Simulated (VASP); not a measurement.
# Sb3Se (Cmmm) in VASP: a series of runs

Runs on Sb3Se. Level: PBE. Tasks: relaxation of cell and atoms, single point.

Everything below comes from runs of VASP 6.6.1. Logs are shortened: lines on timing, memory, paths and dates and some standing lists are left out, and cuts for length are marked.

## 1. The cell of the first run

It takes space group Cmmm (No. 65, orthorhombic). Conventional cell: a = 4.172 Å, b = 5.292 Å, c = 11.219 Å, α = 90.00°, β = 90.00°, γ = 90.00°. Within 4.4 Å of Sb (site symmetry mm2) lie 10 Sb at 3.37 to 4.17 Å and 4 Se at 3.48 to 3.84 Å. Within 4.4 Å of Sb (site symmetry mmm) lie 14 Sb at 3.37 to 4.17 Å. Se (site symmetry mmm) has 6 Se at 3.37 to 4.17 Å and 8 Sb at 3.48 to 3.84 Å within 4.4 Å.

The cell was built from a structure type or drawn by symmetry, and may not be a known phase.

## 2. Relaxation of cell and atoms, PBE

INCAR reads:

```
SYSTEM = Sb3Se
PREC = Accurate ; ENCUT = 600
EDIFF = 1E-7 ; ISMEAR = 0
SIGMA = 0.1 ; LREAL = .FALSE.
LASPH = .TRUE. ; NELM = 60
ALGO = Normal ; ISIF = 3
LWAVE = .FALSE. ; LCHARG = .FALSE.
GGA = PE ; IBRION = 2
NSW = 90 ; EDIFFG = -0.04
```

KPOINTS reads:

```
regular mesh
0
G
  6 6 2
  0 0 0
```

POSCAR reads:

```
Sb3Se
1.0
    2.0861822500     -2.6462479000      0.0000000000
    2.0861822500      2.6462479000      0.0000000000
    0.0000000000      0.0000000000     11.2187477600
Sb Se
3 1
Direct
    0.5000000000      0.5000000000      0.7518992400
    0.0000000000      0.0000000000      0.5000000000
    0.5000000000      0.5000000000      0.2481007600
    0.0000000000      0.0000000000      0.0000000000
```

Potentials or basis: VASP PAW PBE potentials, release 64 (Sb, Se).

Launch:

```
$ cat potpaw_PBE.64/Sb/POTCAR potpaw_PBE.64/Se/POTCAR > POTCAR
$ mpirun -np 1 vasp_std > vasp.out
```

OUTCAR:

```text
SYSTEM = Sb3Se
   PREC = Accurate
   ENCUT = 600
   EDIFF = 1E-7
   ISMEAR = 0
   LREAL = .FALSE.
   LASPH = .TRUE.
   NELM = 60
   ISIF = 3
   GGA = PE
   IBRION = 2
   NSW = 90
   EDIFFG = -0.04

 ion  position               nearest neighbor table
   1  0.500  0.500  0.752-   2 3.51   2 3.51
   2  0.000  0.000  0.500-   1 3.51   3 3.51   1 3.51   3 3.51
   3  0.500  0.500  0.248-   2 3.51   2 3.51
   4  0.000  0.000  0.000-

  LATTYP: Found a base centered orthorhombic cell.
 ALAT       =     4.1723645000
 B/A-ratio  =     1.2684643923
 C/A-ratio  =     2.6888225513

  Lattice vectors:

 A1 = (   2.0861822500,  -2.6462479000,   0.0000000000)
 A2 = (   2.0861822500,   2.6462479000,   0.0000000000)
 A3 = (   0.0000000000,   0.0000000000,  11.2187477600)

Analysis of symmetry for initial positions (statically):
=====================================================================
 Subroutine PRICEL returns:
 Original cell was already a primitive cell.

 Routine SETGRP: Setting up the symmetry group for a
 base centered orthorhombic supercell.

 Subroutine GETGRP returns: Found  8 space group operations
 (whereof  8 operations were pure point group operations)
 out of a pool of  8 trial point group operations.

The static configuration has the point symmetry D_2h.

Analysis of symmetry for dynamics (positions and initial velocities):
=====================================================================
 Subroutine PRICEL returns:
 Original cell was already a primitive cell.

 Routine SETGRP: Setting up the symmetry group for a
 base centered orthorhombic supercell.

 Subroutine GETGRP returns: Found  8 space group operations
 (whereof  8 operations were pure point group operations)
 out of a pool of  8 trial point group operations.

The dynamic configuration has the point symmetry D_2h.

 Subroutine INISYM returns: Found  8 space group operations
 (whereof  8 operations are pure point group operations),
 and found     1 'primitive' translations

----------------------------------------------------------------------------------------

                                     Primitive cell

  volume of cell :     123.8674

  direct lattice vectors                    reciprocal lattice vectors
     2.086182250 -2.646247900  0.000000000     0.239672253 -0.188946773  0.000000000
     2.086182250  2.646247900  0.000000000     0.239672253  0.188946773  0.000000000
     0.000000000  0.000000000 11.218747760     0.000000000  0.000000000  0.089136508

  length of vectors
     3.369686088  3.369686088 11.218747760     0.305194482  0.305194482  0.089136508

  position of ions in fractional coordinates (direct lattice)
     0.500000000  0.500000000  0.751899240
     0.000000000  0.000000000  0.500000000
     0.500000000  0.500000000  0.248100760
[... 91 lines left out ...]
   NELECT =      21.0000    total number of electrons
   NUPDOWN=      -1.0000    fix difference up-down
   EMIN   =  10.00;   EMAX   =-10.00  energy-range for DOS
   EFERMI =   0.00;   METHOD = LEGACY
   ISMEAR =     0;   SIGMA  =   0.10  broadening in eV -4-tet -1-fermi 0-gaus
   EFERMI_NEDOS =   21; number of points for ismear=-14 and -15
   IALGO  =     38    algorithm
   IMIX   =      4    mixing-type and parameters
     AMIX     =   0.40;   BMIX     =  1.00
     AMIX_MAG =   1.60;   BMIX_MAG =  1.00
  volume/ion in A,a.u.               =      30.97       208.97
  Fermi-wavevector in a.u.,A,eV,Ry     =   0.906071  1.712226 11.169901  0.820965
  Thomas-Fermi vector in A             =   2.029715
   LORBIT       =      0    0 simple, 1 ext, 2 COOP (PROOUT), +10 PAW based schemes
   GGA     = PE    functional components
   LHFCALC =     F    Hartree Fock is set to
   AEXX    =    0.0000 exact exchange contribution
   IVDW    =     0    specifies the selected vdW correction
   LEPSILON=     F    determine dielectric tensor
   LRPA    =     F    only Hartree local field effects (RPA)
 conjugate gradient relaxation of ions
 non-spin polarized calculation
 Gauss-broadening in eV      SIGMA  =   0.10
  energy-cutoff  :      600.00
  volume of cell :      123.87
 maximum number of plane-waves:      4176
   NGX = 13   NGY = 13   NGZ = 45

--------------------------------------- Ionic step        1  -------------------------------------------

 number of electron      20.9999999 magnetization

 Free energy of the ion-electron system (eV)
  ---------------------------------------------------
  ext. energy  EPLUGINS =         0.00000000
  ---------------------------------------------------
  free energy    TOTEN  =       -14.22003225 eV

  energy without entropy =      -14.20289206  energy(sigma->0) =      -14.21146216

 E-fermi :   5.3510     XC(G=0):  -9.4071

 val. band max:        5.3132322744   @ k =   0.5000   0.1667   0.5000
 cond. band min:       5.3576561237   @ k =   0.1667   0.1667   0.5000
 fundamental gap:      0.0444238494
 Fermi energy:         5.3509724855

 k-point     1 :       0.0000    0.0000    0.0000
  band No.  band energies     occupation
      1      -7.6296      2.00000
      2      -5.9600      2.00000
      3      -5.2196      2.00000
      4      -3.7581      2.00000
      5       0.9079      2.00000
      6       4.2784      2.00000
      7       4.5173      2.00000
      8       5.5801      0.00120
      9       6.3948      0.00000
     10       7.2984      0.00000
     11       8.0572      0.00000
     12       8.4868      0.00000
     13       8.7610      0.00000
     14       9.1086      0.00000
[... 498 lines left out ...]
  FREE ENERGIE OF THE ION-ELECTRON SYSTEM (eV)
  ---------------------------------------------------
  free  energy   TOTEN  =       -14.7976224840 eV

  energy  without entropy=      -14.7828545029  energy(sigma->0) =      -14.79023849

[... ionic steps 4 to 16 ...]

--------------------------------------- Ionic step       17  -------------------------------------------

 number of electron      20.9999999 magnetization

------------------------ aborting loop because EDIFF is reached ----------------------------------------
[... 71 lines left out ...]
--------------------------------------- Ionic step       19  -------------------------------------------

 number of electron      21.0000000 magnetization

 Free energy of the ion-electron system (eV)
  ---------------------------------------------------
  ext. energy  EPLUGINS =         0.00000000
  ---------------------------------------------------
  free energy    TOTEN  =       -14.97242850 eV

  energy without entropy =      -14.95499598  energy(sigma->0) =      -14.96371224

 E-fermi :   7.3737     XC(G=0): -10.1514

 val. band max:        7.3630351120   @ k =   0.3333   0.3333   0.0000
 cond. band min:       7.4178668380   @ k =   0.5000   0.1667   0.5000
 fundamental gap:      0.0548317260
 Fermi energy:         7.3737113681

 k-point     1 :       0.0000    0.0000    0.0000
  band No.  band energies     occupation
      1      -6.9269      2.00000
      2      -4.3761      2.00000
      3      -3.9590      2.00000
      4      -1.1121      2.00000
      5       1.9901      2.00000
      6       6.6678      2.00000
      7       7.4438      0.32143
      8       7.6557      0.00007
      9       8.1559      0.00000
     10       9.8270      0.00000
     11      10.2575      0.00000
     12      11.4904      0.00000
     13      11.7107      0.00000
     14      11.7518      0.00000
[... 422 lines left out ...]
  FREE ENERGIE OF THE ION-ELECTRON SYSTEM (eV)
  ---------------------------------------------------
  free  energy   TOTEN  =       -14.9724285007 eV

  energy  without entropy=      -14.9549959754  energy(sigma->0) =      -14.96371224

 reached required accuracy - stopping structural energy minimisation
```

OSZICAR:

```text
N       E                     dE             d eps       ncg     rms          rms(c)
DAV:   1     0.107228260891E+03    0.10723E+03   -0.78719E+03   728   0.132E+03
DAV:   2    -0.564056357800E+01   -0.11287E+03   -0.11095E+03   922   0.188E+02
DAV:   3    -0.142225197698E+02   -0.85820E+01   -0.82636E+01   922   0.537E+01
[... 197 lines left out ...]
DAV:   5    -0.149724309516E+02    0.11759E-04   -0.29631E-05   848   0.350E-02    0.217E-02
DAV:   6    -0.149724281109E+02    0.28407E-05   -0.81765E-06   794   0.180E-02    0.187E-03
DAV:   7    -0.149724282774E+02   -0.16647E-06   -0.17876E-07   576   0.307E-03    0.102E-03
DAV:   8    -0.149724284531E+02   -0.17571E-06   -0.28258E-08   382   0.121E-03    0.217E-04
DAV:   9    -0.149724285007E+02   -0.47613E-07   -0.59033E-09   370   0.574E-04
  19 F= -.14972429E+02 E0= -.14963712E+02  d E =-.118781E-02
```

Run time: 17 min. Hardware: 1 thread of Intel Xeon 8259CL, shared host; peak memory 0.3 GiB.

What came out:

- Free energy: -14.9724 eV
- Relaxed volume: 25.99 Å³/atom
- Relaxed cell: a = 3.406 Å, b = 3.406 Å, c = 9.891 Å, α = 90.00°, β = 90.00°, γ = 115.06°
- Space group after relaxing (to 0.1 Å): Cmmm (No. 65)
- Energy gained by relaxing: 188.1 meV/atom
- Ionic steps: 19
- Pressure after relaxing: -0.1 GPa
- Largest force after relaxing: 0.008 eV/Å

Forces on the atoms (eV/Å):
```
Sb   0.000  0.000 -0.008
Sb   0.000  0.000  0.000
Sb   0.000  0.000  0.008
Se   0.000  0.000  0.000
```

The path:
```
step  energy change (eV)  largest force (eV/Å)  pressure (GPa)  volume (Å³)
   1              0.0000                0.1137           -7.39       123.87
   2             -0.5579                0.3535            2.24        99.98
   3             -0.5776                0.3124            0.22       103.05
   4             -0.5774                0.3072           -0.02       103.44
   5             -0.6051                0.2987           -0.02       103.20
   6             -0.6637                0.3463            0.37       102.54
   7             -0.6969                0.1615            1.57       100.75
   8             -0.7162                0.0599            0.44       102.89
   9             -0.7179                0.0253            0.02       103.80
  10             -0.7308                0.0081           -0.21       103.98
  11             -0.7421                0.0246           -0.50       104.21
  12             -0.7401                0.1110           -0.61       104.60
  13             -0.7442                0.0746           -0.65       104.42
  14             -0.7443                0.0523           -0.61       104.33
  15             -0.7480                0.0296            0.30       102.86
  16             -0.7481                0.0328            0.21       103.00
  17             -0.7502                0.0050            0.31       102.98
  18             -0.7512                0.0243            0.43       102.96
  19             -0.7524                0.0080           -0.11       103.96
```

Final structure:
```xyz
4
Lattice="1.8286 -2.8738 0.0000 1.8286 2.8738 0.0000 0.0000 0.0000 9.8911" Properties=species:S:1:pos:R:3 pbc="T T T"
Sb    1.8286    0.0000    7.5983
Sb    0.0000    0.0000    4.9456
Sb    1.8286    0.0000    2.2929
Se    0.0000    0.0000    0.0000
```

Levels at points of the mesh, in eV from the Fermi level:
```
           k point  band 7  band 8  band 9  band 10  band 11  band 12  band 13  band 14
(0.00, 0.00, 0.00)    0.07    0.28    0.78     2.45     2.88     4.12     4.34     4.38
(0.50, 0.00, 0.00)   -3.05   -2.71   -1.94    -1.03    -0.63     1.08     1.67     1.76
(0.50, 0.50, 0.00)   -4.14   -3.14   -2.42    -1.33    -0.15     0.19     0.47     0.89
(0.00, 0.00, 0.50)   -0.69    0.78    1.97     3.44     3.66     4.05     4.21     4.22
(0.50, 0.00, 0.50)   -4.48   -4.30   -0.76    -0.24     0.45     0.79     1.97     2.24
(0.50, 0.50, 0.50)   -2.62   -2.38   -2.37    -1.97    -1.31    -0.73     1.53     1.77
```

Caveat: the volume moved by over 15 % at a fixed basis, so the end points are rough; the highest band is partly filled, so the run has too few bands; spin-orbit coupling is left out, which moves the levels of the heavy elements.

## 3. Single point, PBE

This run uses another cell than the first one, of 26.10 Å³/atom.

INCAR reads:

```
SYSTEM = Sb3Se
PREC = Accurate
ENCUT = 520
EDIFF = 1E-6
ISMEAR = 0
SIGMA = 0.1
LREAL = .FALSE.
LASPH = .TRUE.
NELM = 80
ALGO = Normal
ISIF = 2
LWAVE = .FALSE.
LCHARG = .TRUE.
GGA = PE
LELF = .TRUE.
LVHAR = .TRUE.
NBANDS = 18
```

KPOINTS reads:

```
Automatic mesh
0
G
  16 16 6
  0 0 0
```

POSCAR reads:

```
Sb3Se
1.0
    1.8768175020     -2.8708421890      0.0000000000
    1.8768175020      2.8708421890      0.0000000000
    0.0000000000      0.0000000000      9.6882595446
Sb Se
3 1
Direct
    0.5000000000      0.5000000000      0.7709329664
    0.0000000000      0.0000000000      0.5000000000
    0.5000000000      0.5000000000      0.2290670336
    0.0000000000      0.0000000000      0.0000000000
```

Potentials or basis: VASP PAW PBE potentials, release 64 (Sb, Se).

Launch:

```
$ cat potpaw_PBE.64/Sb/POTCAR potpaw_PBE.64/Se/POTCAR > POTCAR
$ mpirun -np 1 vasp_std > vasp.out
```

Run time: 11 min. Hardware: 1 thread of Intel Xeon 8259CL, shared host; peak memory 0.62 GiB.

Results (log left out):

```
Free energy            : -15.0400 eV
Pressure               : -0.1 GPa
Band gap on the k mesh : zero (an odd number of electrons rules out a gap without spin polarisation)
```

Forces in eV/Å, atoms in the order of the input:
```
Sb   0.000  0.000 -0.002
Sb   0.000  0.000  0.000
Sb   0.000  0.000  0.002
Se   0.000  0.000  0.000
```

Levels at points of the mesh, in eV from the Fermi level:
```
           k point  band 9  band 10  band 11  band 12  band 13  band 14
(0.00, 0.00, 0.00)    0.67     2.04     2.44     3.70     4.03     4.12
(0.50, 0.00, 0.00)   -1.93    -1.06    -0.70     1.04     1.58     1.67
(0.50, 0.50, 0.00)   -2.89    -1.07    -0.57    -0.25     0.21     0.55
(0.00, 0.00, 0.50)    1.49     3.46     3.50     3.78     3.80     3.88
(0.50, 0.00, 0.50)   -0.83    -0.12     0.41     0.76     2.18     2.27
(0.50, 0.50, 0.50)   -2.17    -2.02    -1.42    -1.22     1.30     1.36
```

Caveat: spin-orbit coupling is left out, which moves the levels of the heavy elements.

## 4. Relaxation of cell and atoms, PBE

This run uses another cell than the first one, of 26.22 Å³/atom.

INCAR reads:

```
ALGO = Fast
EDIFF = 1E-6
EDIFFG = -0.01
ENCUT = 600
GGA = PE
IBRION = 2
ISIF = 3
ISMEAR = 0
LASPH = True
LCHARG = False
LREAL = False
LWAVE = False
NELM = 80
NSW = 100
PREC = Accurate
SIGMA = 0.1
```

KPOINTS reads:

```
k-points
0
Gamma
  16 16 6
```

POSCAR reads:

```
Sb3Se
1.0
    1.7559520345     -2.9228574305      0.0000000000
    1.7559520345      2.9228574305      0.0000000000
    0.0000000000      0.0000000000     10.2176174472
Sb Se
3 1
Direct
    0.5000000000      0.5000000000      0.7724414349
    0.0000000000      0.0000000000      0.5000000000
    0.5000000000      0.5000000000      0.2275585651
    0.0000000000      0.0000000000      0.0000000000
```

Launch:

```
$ cat potpaw_PBE.64/Sb/POTCAR potpaw_PBE.64/Se/POTCAR > POTCAR
$ mpirun -np 1 vasp_std > vasp.out
```

It took 53 min on 1 thread of Oxide Virtual Turin-like, shared host; peak memory 0.66 GiB.

Results (log left out):

```yaml
Free_energy: -15.0402 eV
Relaxed_volume: 26.04 Å³/atom
Relaxed_cell: a = 3.428 Å, b = 3.428 Å, c = 9.679 Å, α = 90.00°, β = 90.00°, γ = 113.68°
Space_group_after_relaxing_to_0.1_Å: Cmmm (No. 65)
Energy_gained_by_relaxing: 14.7 meV/atom
Ionic_steps: 15
Pressure_after_relaxing: 0.0 GPa
Largest_force_after_relaxing: 0.007 eV/Å
```

Forces on the atoms (eV/Å):
```
Sb   0.000  0.000  0.007
Sb   0.000  0.000  0.000
Sb   0.000  0.000 -0.007
Se   0.000  0.000  0.000
```

Step by step:
| step | energy change (eV) | largest force (eV/Å) | pressure (GPa) | volume (Å³) |
| --- | --- | --- | --- | --- |
| 1 | 0.0000 | 0.1412 | -0.31 | 104.88 |
| 2 | -0.0192 | 0.0450 | 0.12 | 104.10 |
| 3 | -0.0354 | 0.1422 | 1.02 | 102.71 |
| 4 | -0.0472 | 0.1406 | 0.26 | 103.81 |
| 5 | -0.0500 | 0.1274 | -0.37 | 104.80 |
| 6 | -0.0501 | 0.1282 | -0.32 | 104.72 |
| 7 | -0.0529 | 0.1186 | -0.22 | 104.51 |
| 8 | -0.0565 | 0.0792 | 0.07 | 103.98 |
| 9 | -0.0565 | 0.0713 | 0.12 | 103.90 |
| 10 | -0.0579 | 0.0430 | 0.00 | 104.15 |
| 11 | -0.0583 | 0.0108 | -0.13 | 104.44 |
| 12 | -0.0585 | 0.0076 | 0.10 | 104.05 |
| 13 | -0.0585 | 0.0087 | 0.04 | 104.17 |
| 14 | -0.0586 | 0.0021 | 0.02 | 104.17 |
| 15 | -0.0587 | 0.0071 | -0.01 | 104.17 |

Final structure:
```
CELL_PARAMETERS angstrom
1.87508 -2.86985 0.00000
1.87508 2.86985 0.00000
0.00000 0.00000 9.67928
ATOMIC_POSITIONS crystal
Sb 0.50000 0.50000 0.77067
Sb 0.00000 0.00000 0.50000
Sb 0.50000 0.50000 0.22933
Se 0.00000 0.00000 0.00000
```

Levels at points of the mesh, in eV from the Fermi level:
```csv
k point,band 7,band 8,band 9,band 10,band 11,band 12,band 13,band 14
"(0.00, 0.00, 0.00)",0.25,0.38,0.67,2.03,2.45,3.70,4.04,4.12
"(0.50, 0.00, 0.00)",-2.93,-2.61,-1.94,-1.06,-0.70,1.04,1.58,1.66
"(0.50, 0.50, 0.00)",-4.10,-3.05,-2.89,-1.07,-0.57,-0.25,0.21,0.56
"(0.00, 0.00, 0.50)",-1.10,0.68,1.49,3.48,3.52,3.79,3.81,3.89
"(0.50, 0.00, 0.50)",-4.47,-4.36,-0.83,-0.12,0.41,0.76,2.18,2.28
"(0.50, 0.50, 0.50)",-2.83,-2.54,-2.18,-2.02,-1.42,-1.22,1.30,1.37
```

Caveat: the highest band is partly filled, so the run has too few bands; spin-orbit coupling is left out, which moves the levels of the heavy elements.

## 5. Overview

| task | cell | k mesh | cutoff (eV) | pressure (GPa) | relaxed volume (Å³/atom) | largest force (eV/Å) |
| --- | --- | --- | --- | --- | --- | --- |
| relaxation of cell and atoms | relaxed from a = 3.370, b = 3.370, c = 11.219 Å, angles 90.0, 90.0, 103.5°, 4 atoms, atomic positions A | 6 × 6 × 2 | 600 | -0.1 | 25.99 | 0.01 |
| single point | a = 3.430, b = 3.430, c = 9.688 Å, angles 90.0, 90.0, 113.7°, 4 atoms, atomic positions B | 16 × 16 × 6 | 520 | -0.1 | - | - |
| relaxation of cell and atoms | relaxed from a = 3.410, b = 3.410, c = 10.218 Å, angles 90.0, 90.0, 118.0°, 4 atoms, atomic positions C | 16 × 16 × 6 | 600 | 0.0 | 26.04 | 0.01 |

Alike in all rows: level PBE; potentials or basis VASP PAW PBE potentials, release 64 (Sb, Se); no spin polarisation; smearing gaussian 0.1 eV.

Caveats: spin-orbit coupling is left out, which moves the levels of the heavy elements; the highest band is partly filled, so the run has too few bands (at least some runs); the volume moved by over 15 % at a fixed basis, so the end points are rough (at least some runs).

Absolute energies hang on the potentials; compare differences alone.
